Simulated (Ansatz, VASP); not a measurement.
**Two plane-wave programs on Mo**

```xyz
1
Lattice="-1.5802 1.5802 1.5802 1.5802 -1.5802 1.5802 1.5802 1.5802 -1.5802" Properties=species:S:1:pos:R:3 pbc="T T T"
Mo    0.0000    0.0000    0.0000
```

Alike in both runs: task single point; functional PBE; k mesh 20 × 20 × 20; occupations gaussian, width 0.15 eV; no spin polarisation.

|  | VASP | Ansatz |
| --- | --- | --- |
| version | VASP 6.6.1 | Ansatz 0.2.0 |
| potentials or method | VASP PAW PBE potentials, release 64 (Mo_sv), cutoff 520 eV | scalar-relativistic, plane waves, PAW |
| valence electrons in the cell | 14 | 14 |

|  | VASP | Ansatz | Ansatz less VASP |
| --- | --- | --- | --- |
| gap on the k mesh at the Fermi level (eV) | none | none | - |
| pressure (GPa) | 0.7 | 0.1 | -0.51 |

A gap of «none» marks a metal or a gap that the smearing closes.
